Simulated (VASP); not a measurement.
# As (R-3m) in VASP: further runs

Runs on As. Level: PBE. Tasks: single point, relaxation of cell and atoms.

Program: VASP 6.6.1. These are calculated values, not measurements. Logs are shortened: lines on timing, memory, paths and dates and some standing lists are left out, and cuts for length are marked.

## Step 1: The cell of the first run

The structure is trigonal, space group R-3m (No. 166). Conventional cell: a = 2.968 Å, b = 2.968 Å, c = 22.584 Å, α = 90.00°, β = 90.00°, γ = 120.00°. Within 3.9 Å of As (site symmetry -3m) lie 12 As at 2.97 to 3.08 Å. Within 3.9 Å of As (site symmetry 3m) lie 12 As at 2.96 to 3.08 Å.

## Step 2: Single point, PBE

File INCAR:

```
SYSTEM = As
PREC = Accurate ; ENCUT = 520
EDIFF = 1E-7 ; ISMEAR = 0
SIGMA = 0.1 ; LREAL = .False.
LASPH = .True. ; NELM = 100
ALGO = Normal ; ISIF = 2
LWAVE = .False. ; LCHARG = .True.
GGA = PE ; LELF = .True.
LVHAR = .True. ; NBANDS = 14
```

File KPOINTS:

```
Automatic mesh
0
Gamma
  6 6 6
  0 0 0
```

File POSCAR:

```
As
1.0
    1.4840290594      0.8568045769      7.5279038790
   -1.4840290594      0.8568045769      7.5279038790
    0.0000000000     -1.7136091539      7.5279038790
As
3
Direct
    0.0000000000      0.0000000000      0.0000000000
    0.2200590104      0.2200590104      0.2200590104
    0.7799409896      0.7799409896      0.7799409896
```

Potentials or basis: VASP PAW PBE potentials, release 64 (As).

Started as:

```
> cat potpaw_PBE.64/As/POTCAR > POTCAR
> mpirun -np 1 vasp_std > vasp.out
```

OUTCAR:

```text
SYSTEM = As
   PREC = Accurate
   ENCUT = 520
   EDIFF = 1E-7
   ISMEAR = 0
   LREAL = .False.
   LASPH = .True.
   NELM = 100
   ISIF = 2
   GGA = PE

 ion  position               nearest neighbor table
   1  0.000  0.000  0.000-
   2  0.220  0.220  0.220-
   3  0.780  0.780  0.780-

  LATTYP: Found a trigonal (rhomboedric) cell.
 ALAT       =     7.7204788157
 COS(alpha) =     0.9261030805

  Lattice vectors:

 A1 = (   1.4840290594,   0.8568045769,   7.5279038790)
 A2 = (  -1.4840290594,   0.8568045769,   7.5279038790)
 A3 = (   0.0000000000,  -1.7136091539,   7.5279038790)

Analysis of symmetry for initial positions (statically):
=====================================================================
 Subroutine PRICEL returns:
 Original cell was already a primitive cell.

 Routine SETGRP: Setting up the symmetry group for a
 trigonal (rhombohedral) supercell.

 Subroutine GETGRP returns: Found 12 space group operations
 (whereof 12 operations were pure point group operations)
 out of a pool of 12 trial point group operations.

The static configuration has the point symmetry D_3d.

Analysis of symmetry for dynamics (positions and initial velocities):
=====================================================================
 Subroutine PRICEL returns:
 Original cell was already a primitive cell.

 Routine SETGRP: Setting up the symmetry group for a
 trigonal (rhombohedral) supercell.

 Subroutine GETGRP returns: Found 12 space group operations
 (whereof 12 operations were pure point group operations)
 out of a pool of 12 trial point group operations.

The dynamic configuration has the point symmetry D_3d.

 Subroutine INISYM returns: Found 12 space group operations
 (whereof 12 operations are pure point group operations),
 and found     1 'primitive' translations

----------------------------------------------------------------------------------------

                                     Primitive cell

  volume of cell :      57.4314

  direct lattice vectors                    reciprocal lattice vectors
     1.484029059  0.856804577  7.527903879     0.336920626  0.194521214  0.044279701
    -1.484029059  0.856804577  7.527903879    -0.336920626  0.194521214  0.044279701
     0.000000000 -1.713609154  7.527903879     0.000000000 -0.389042428  0.044279701

  length of vectors
     7.720478816  7.720478816  7.720478816     0.391554215  0.391554215  0.391554215

  position of ions in fractional coordinates (direct lattice)
     0.000000000  0.000000000  0.000000000
     0.220059010  0.220059010  0.220059010
     0.779940990  0.779940990  0.779940990

  ion indices of the primitive-cell ions
   primitive index   ion index
                 1           1
                 2           2
                 3           3

----------------------------------------------------------------------------------------

 KPOINTS: Automatic mesh

Automatic generation of k-mesh.
 Grid dimensions read from file:
 generate k-points for:    6    6    6

 Generating k-lattice:

  Cartesian coordinates                     Fractional coordinates (reciprocal lattice)
     0.056153438  0.032420202  0.007379950     0.166666667 -0.000000000  0.000000000
    -0.056153438  0.032420202  0.007379950    -0.000000000  0.166666667  0.000000000
     0.000000000 -0.064840405  0.007379950     0.000000000  0.000000000  0.166666667

  Length of vectors
     0.065259036  0.065259036  0.065259036

  Shift w.r.t. Gamma in fractional coordinates (k-lattice)
     0.000000000  0.000000000  0.000000000

 Subroutine IBZKPT returns following result:
 ===========================================

 Found     32 irreducible k-points:

 Following reciprocal coordinates:
            Coordinates               Weight
  0.000000  0.000000  0.000000      1.000000
  0.166667  0.000000 -0.000000      6.000000
  0.333333  0.000000 -0.000000      6.000000
  0.500000  0.000000 -0.000000      3.000000
  0.166667  0.166667 -0.000000      6.000000
  0.333333  0.166667 -0.000000     12.000000
[... 16 lines left out ...]
  0.500000  0.500000  0.166667      6.000000
 -0.333333  0.500000  0.166667     12.000000
 [... further k-points ...]
   k-points           NKPTS =     32   k-points in BZ     NKDIM =     32   number of bands    NBANDS=     14
   number of dos      NEDOS =    301   number of ions     NIONS =      3
   total plane-waves  NPLWV = 216000
   dimension x,y,z NGX =    60 NGY =   60 NGZ =   60
   dimension x,y,z NGXF=   120 NGYF=  120 NGZF=  120
   ions per type =               3
   NGX,Y,Z   is equivalent  to a cutoff of  12.92, 12.92, 12.92 a.u.
   NGXF,Y,Z  is equivalent  to a cutoff of  25.84, 25.84, 25.84 a.u.
 SYSTEM =  As
   PREC   = accura    normal or accurate (medium, high low for compatibility)
   ISTART =      0    job   : 0-new  1-cont  2-samecut
   ICHARG =      2    charge: 1-file 2-atom 10-const
   ISPIN  =      1    spin polarized calculation?
   LNONCOLLINEAR =      F non collinear calculations
   LSORBIT =      F    spin-orbit coupling
   LASPH  =      T    aspherical Exc in radial PAW
   ENCUT  =  520.0 eV  38.22 Ry    6.18 a.u.  14.35 14.35 14.35*2*pi/ulx,y,z
   NELM   =    100;   NELMIN=  2; NELMDL= -5     # of ELM steps
   EDIFF  = 0.1E-06   stopping-criterion for ELM
   LREAL  =      F    real-space projection
   EDIFFG = 0.1E-05   stopping-criterion for IOM
   NSW    =      0    number of steps for IOM
   IBRION =     -1    ionic relax: 0-MD 1-quasi-New 2-CG
   NFREE  =      0    steps in history (QN), initial steepest desc. (CG)
   ISIF   =      2    stress and relaxation
   ISYM   =      2    0-nonsym 1-usesym 2-fastsym
   POTIM  = 0.5000    time-step for ionic-motion
   TEBEG  =    0.0;   TEEND  =   0.0 temperature during run
   PSTRESS=    0.0 pullay stress
   NELECT =      15.0000    total number of electrons
   NUPDOWN=      -1.0000    fix difference up-down
   EMIN   =  10.00;   EMAX   =-10.00  energy-range for DOS
   EFERMI =   0.00;   METHOD = LEGACY
   ISMEAR =     0;   SIGMA  =   0.10  broadening in eV -4-tet -1-fermi 0-gaus
   EFERMI_NEDOS =   21; number of points for ismear=-14 and -15
   IALGO  =     38    algorithm
   IMIX   =      4    mixing-type and parameters
     AMIX     =   0.40;   BMIX     =  1.00
     AMIX_MAG =   1.60;   BMIX_MAG =  1.00
  volume/ion in A,a.u.               =      19.14       129.19
  Fermi-wavevector in a.u.,A,eV,Ry     =   1.046459  1.977520 14.899410  1.095076
  Thomas-Fermi vector in A             =   2.181298
   LORBIT       =      0    0 simple, 1 ext, 2 COOP (PROOUT), +10 PAW based schemes
   GGA     = PE    functional components
   LHFCALC =     F    Hartree Fock is set to
   AEXX    =    0.0000 exact exchange contribution
   IVDW    =     0    specifies the selected vdW correction
   LEPSILON=     F    determine dielectric tensor
   LRPA    =     F    only Hartree local field effects (RPA)
 non-spin polarized calculation
 Gauss-broadening in eV      SIGMA  =   0.10
  energy-cutoff  :      520.00
  volume of cell :       57.43
 maximum number of plane-waves:      1579
 NGX is ok and might be reduce to    60
   NGX = 29   NGY = 29   NGZ = 29

 number of electron      15.0000000 magnetization

 Free energy of the ion-electron system (eV)
  ---------------------------------------------------
  ext. energy  EPLUGINS =         0.00000000
  ---------------------------------------------------
  free energy    TOTEN  =       -12.65334980 eV

  energy without entropy =      -12.64744724  energy(sigma->0) =      -12.65039852

 E-fermi :   6.4945     XC(G=0): -10.7500

 val. band max:        6.3938715671   @ k =  -0.3333   0.3333   0.0000
 cond. band min:       6.5025144114   @ k =  -0.3333   0.1667  -0.0000
 fundamental gap:      0.1086428444
 Fermi energy:         6.4944966873

 k-point     1 :       0.0000    0.0000    0.0000
  band No.  band energies     occupation
      1      -8.6586      2.00000
      2      -6.3849      2.00000
      3      -6.1619      2.00000
      4       2.4654      2.00000
      5       2.7419      2.00000
      6      11.0330      0.00000
      7      11.0330      0.00000
      8      11.3641      0.00000
      9      11.3641      0.00000
     10      11.7385      0.00000
     11      12.3690      0.00000
     12      12.3690      0.00000
     13      16.6289      0.00000
     14      17.2034      0.00000

 k-point     2 :       0.1667    0.0000   -0.0000
  band No.  band energies     occupation
      1      -8.0599      2.00000
      2      -5.9591      2.00000
      3      -5.4469      2.00000
      4       2.6103      2.00000
      5       3.6033      2.00000
      6       7.2271      0.00000
      7       8.0934      0.00000
      8       9.5947      0.00000
      9       9.6971      0.00000
     10      10.1993      0.00000
     11      11.3689      0.00000
     12      12.0191      0.00000
     13      15.2541      0.00000
     14      15.6074      0.00000

 k-point     3 :       0.3333    0.0000   -0.0000
  band No.  band energies     occupation
      1      -6.3193      2.00000
      2      -4.5306      2.00000
      3      -3.7222      2.00000
      4       2.0065      2.00000
      5       3.0027      2.00000
      6       4.0750      2.00000
      7       5.0961      2.00000
      8       6.1189      2.00000
      9       8.2241      0.00000
     10       8.6613      0.00000
     11       9.6040      0.00000
     12      10.9581      0.00000
     13      13.0961      0.00000
     14      13.6680      0.00000
[... 324 lines left out ...]
 k-point    23 :       0.5000    0.5000    0.1667
  band No.  band energies     occupation
      1      -6.0307      2.00000
      2      -5.4059      2.00000
      3      -2.8493      2.00000
      4       1.9114      2.00000
      5       2.7078      2.00000
      6       3.1660      2.00000
      7       5.0408      2.00000
      8       7.8669      0.00000
      9       8.3434      0.00000
     10       9.0019      0.00000
     11       9.7145      0.00000
     12      10.0834      0.00000
     13      12.9277      0.00000
     14      13.7637      0.00000

 k-point    24 :      -0.3333    0.5000    0.1667
  band No.  band energies     occupation
      1      -4.4319      2.00000
      2      -4.0291      2.00000
      3      -2.2620      2.00000
      4       1.4769      2.00000
      5       1.7622      2.00000
      6       3.0149      2.00000
      7       3.8484      2.00000
      8       4.7764      2.00000
      9       6.1309      2.00000
     10       6.6979      0.00402
     11       8.5510      0.00000
     12       9.7325      0.00000
     13      13.7895      0.00000
     14      15.3047      0.00000

 [... further k-points ...]

------------------------ aborting loop because EDIFF is reached ----------------------------------------

  FORCE on cell =-STRESS in cart. coord.  units (eV):
  Direction    XX          YY          ZZ          XY          YZ          ZX
  --------------------------------------------------------------------------------------
  -------------------------------------------------------------------------------------
  Total       -0.0020904     -0.0020904      0.0217136     -0.0000000     -0.0000000      0.0000000
  in kB       -0.0583177     -0.0583177      0.6057482     -0.0000000     -0.0000000      0.0000000
  external PRESSURE =       0.1630376 kB  Pullay stress =       0.0000000 kB

 VOLUME and BASIS-vectors are now :
 -----------------------------------------------------------------------------
  energy-cutoff  :      520.00
  volume of cell :       57.43
      direct lattice vectors                 reciprocal lattice vectors
     1.484029059  0.856804577  7.527903879     0.336920626  0.194521214  0.044279701
    -1.484029059  0.856804577  7.527903879    -0.336920626  0.194521214  0.044279701
     0.000000000 -1.713609154  7.527903879     0.000000000 -0.389042428  0.044279701

 POSITION                                       TOTAL-FORCE (eV/Angst)
 -----------------------------------------------------------------------------------
      0.00000      0.00000      0.00000         0.000000      0.000000     -0.000000
      0.00000     -0.00000      4.96975         0.000000     -0.000000      0.008939
      0.00000     -0.00000     17.61396         0.000000      0.000000     -0.008939
 -----------------------------------------------------------------------------------
    total drift:                                0.000000      0.000000     -0.000000

  FREE ENERGIE OF THE ION-ELECTRON SYSTEM (eV)
  ---------------------------------------------------
  free  energy   TOTEN  =       -12.6533497993 eV

  energy  without entropy=      -12.6474472418  energy(sigma->0) =      -12.65039852
```

Run time: 3 min. Hardware: 1 thread of Intel Xeon 8259CL, shared host; peak memory 0.45 GiB.

What came out:

```
Free energy            : -12.6533 eV
Pressure               : 0.0 GPa
Largest force          : 0.009 eV/Å
Band gap on the k mesh : zero (an odd number of electrons rules out a gap without spin polarisation)
```

Forces on the atoms (eV/Å):
```
As   0.000  0.000  0.000
As   0.000  0.000  0.009
As   0.000  0.000 -0.009
```

Caveat: the k points lie up to 0.41 Å⁻¹ apart, too coarse for converged energies and pressures of a metal.

## Step 3: Relaxation of cell and atoms, PBE

This run uses another cell than the first one, of 22.96 Å³/atom.

File INCAR:

```
SYSTEM = As
PREC = Accurate ; ENCUT = 600
EDIFF = 1E-6 ; ISMEAR = 0
SIGMA = 0.1 ; LREAL = .FALSE.
LASPH = .TRUE. ; NELM = 80
ALGO = Normal ; ISIF = 3
LWAVE = .FALSE. ; LCHARG = .FALSE.
GGA = PE ; IBRION = 2
NSW = 90 ; EDIFFG = -0.04
```

File KPOINTS:

```
Automatic mesh
0
G
  6 6 6
  0 0 0
```

File POSCAR:

```
As
1.0
    1.6024495116      0.9251746569      7.7445379398
   -1.6024495116      0.9251746569      7.7445379398
    0.0000000000     -1.8503493138      7.7445379398
As
3
Direct
    0.0000000000      0.0000000000      0.0000000000
    0.2222200000      0.2222200000      0.2222200000
    0.7777800000      0.7777800000      0.7777800000
```

Potentials or basis: VASP PAW PBE potentials, release 64 (As).

Started as:

```
> cat potpaw_PBE.64/As/POTCAR > POTCAR
> mpirun -np 1 vasp_std > vasp.out
```

OUTCAR:

```text
SYSTEM = As
   PREC = Accurate
   ENCUT = 600
   EDIFF = 1E-6
   ISMEAR = 0
   LREAL = .FALSE.
   LASPH = .TRUE.
   NELM = 80
   ISIF = 3
   GGA = PE
   IBRION = 2
   NSW = 90
   EDIFFG = -0.04

 ion  position               nearest neighbor table
   1  0.000  0.000  0.000-
   2  0.222  0.222  0.222-
   3  0.778  0.778  0.778-

  LATTYP: Found a trigonal (rhomboedric) cell.
 ALAT       =     7.9625159644
 COS(alpha) =     0.9189975651

  Lattice vectors:

 A1 = (   1.6024495116,   0.9251746569,   7.7445379398)
 A2 = (  -1.6024495116,   0.9251746569,   7.7445379398)
 A3 = (   0.0000000000,  -1.8503493138,   7.7445379398)

Analysis of symmetry for initial positions (statically):
[... 185 lines left out ...]
 k-point     1 :       0.0000    0.0000    0.0000
  band No.  band energies     occupation
      1      -9.0681      2.00000
      2      -7.0066      2.00000
      3      -6.9961      2.00000
      4       1.5430      2.00000
      5       1.5430      2.00000
      6       7.8036      0.00000
      7       7.8036      0.00000
      8       7.8462      0.00000
      9       7.8462      0.00000
     10       8.8673      0.00000
     11       8.8673      0.00000
[... 617 lines left out ...]
--------------------------------------- Ionic step        9  -------------------------------------------

 number of electron      15.0000000 magnetization

 Free energy of the ion-electron system (eV)
  ---------------------------------------------------
  ext. energy  EPLUGINS =         0.00000000
  ---------------------------------------------------
  free energy    TOTEN  =       -12.65371138 eV

  energy without entropy =      -12.64758274  energy(sigma->0) =      -12.65064706

 E-fermi :   6.4938     XC(G=0): -10.7486

 val. band max:        6.3943834621   @ k =  -0.3333   0.3333   0.0000
 cond. band min:       6.5062604969   @ k =  -0.3333   0.1667  -0.0000
 fundamental gap:      0.1118770348
 Fermi energy:         6.4938475449

 k-point     1 :       0.0000    0.0000    0.0000
  band No.  band energies     occupation
      1      -8.6553      2.00000
      2      -6.3729      2.00000
      3      -6.1618      2.00000
      4       2.4862      2.00000
      5       2.7471      2.00000
      6      11.0120      0.00000
      7      11.0120      0.00000
      8      11.3278      0.00000
      9      11.3278      0.00000
     10      11.7594      0.00000
     11      12.3459      0.00000
[... 352 lines left out ...]
  FREE ENERGIE OF THE ION-ELECTRON SYSTEM (eV)
  ---------------------------------------------------
  free  energy   TOTEN  =       -12.6537113788 eV

  energy  without entropy=      -12.6475827369  energy(sigma->0) =      -12.65064706

 reached required accuracy - stopping structural energy minimisation
```

OSZICAR:

```text
N       E                     dE             d eps       ncg     rms          rms(c)
DAV:   1     0.488142217891E+02    0.48814E+02   -0.63899E+03   704   0.124E+03
DAV:   2    -0.879603846172E+01   -0.57610E+02   -0.54411E+02   961   0.158E+02
DAV:   3    -0.121318829453E+02   -0.33358E+01   -0.32563E+01   841   0.388E+01
[... 68 lines left out ...]
DAV:   2    -0.126537547989E+02   -0.35419E-03   -0.67308E-03   925   0.585E-01    0.500E-02
DAV:   3    -0.126537311225E+02    0.23676E-04   -0.42515E-04   830   0.158E-01    0.254E-02
DAV:   4    -0.126537140241E+02    0.17098E-04   -0.41986E-05   865   0.432E-02    0.933E-03
DAV:   5    -0.126537114177E+02    0.26064E-05   -0.90134E-06   791   0.198E-02    0.277E-03
DAV:   6    -0.126537113788E+02    0.38834E-07   -0.51685E-07   396   0.538E-03
   9 F= -.12653711E+02 E0= -.12650647E+02  d E =-.315785E-02
```

CONTCAR:

```text
As
   1.00000000000000
     1.4852103003809281    0.8574865667398273    7.5191150112284655
    -1.4852103003809281    0.8574865667398273    7.5191150112284655
    -0.0000000000000000   -1.7149731334796545    7.5191150112284655
  As
     3
Direct
     0.0000000000000000    0.0000000000000000    0.0000000000000000
     0.2201809804708494    0.2201809804708494    0.2201809804708494
     0.7798190195291508    0.7798190195291508    0.7798190195291508

  0.00000000E+00  0.00000000E+00  0.00000000E+00
  0.00000000E+00  0.00000000E+00  0.00000000E+00
  0.00000000E+00  0.00000000E+00  0.00000000E+00
```

Run time: 17 min. Hardware: 1 thread of Intel Xeon 8259CL, shared host; peak memory 0.59 GiB.

What came out:

* Free energy: -12.6537 eV
* Relaxed volume: 19.15 Å³/atom
* Relaxed cell: a = 7.712 Å, b = 7.712 Å, c = 7.712 Å, α = 22.21°, β = 22.21°, γ = 22.21°
* Space group after relaxing (to 0.1 Å): R-3m (No. 166)
* Energy gained by relaxing: 161.1 meV/atom
* Ionic steps: 9
* Pressure after relaxing: 0.0 GPa
* Largest force after relaxing: 0.003 eV/Å
* Band gap on the k mesh: zero (an odd number of electrons rules out a gap without spin polarisation)

Forces in eV/Å, atoms in the order of the input:
```
As   0.000  0.000  0.000
As   0.000  0.000 -0.003
As   0.000  0.000  0.003
```

The path:
```tsv
step	energy change (eV)	largest force (eV/Å)	pressure (GPa)	volume (Å³)
1	0.0000	0.1666	-10.12	68.89
2	-0.4437	0.1598	3.12	55.40
3	-0.4576	0.1590	0.42	57.06
4	-0.4768	0.1571	0.74	56.89
5	-0.4769	0.1574	0.72	56.90
6	-0.4800	0.1248	-0.26	57.57
7	-0.4800	0.1192	-0.44	57.69
8	-0.4822	0.0723	-0.28	57.59
9	-0.4832	0.0032	-0.05	57.46
```

Final structure:
```
CELL_PARAMETERS angstrom
1.48521 0.85749 7.51912
-1.48521 0.85749 7.51912
0.00000 -1.71497 7.51912
ATOMIC_POSITIONS crystal
As 0.00000 0.00000 0.00000
As 0.22018 0.22018 0.22018
As 0.77982 0.77982 0.77982
```

Caveat: the k points lie up to 0.41 Å⁻¹ apart in the final cell, too coarse for converged energies and pressures of a metal; the volume moved by over 15 % at a fixed basis, so the end points are rough.

The gap in the log of VASP goes by the Fermi energy; the results here count the filled bands.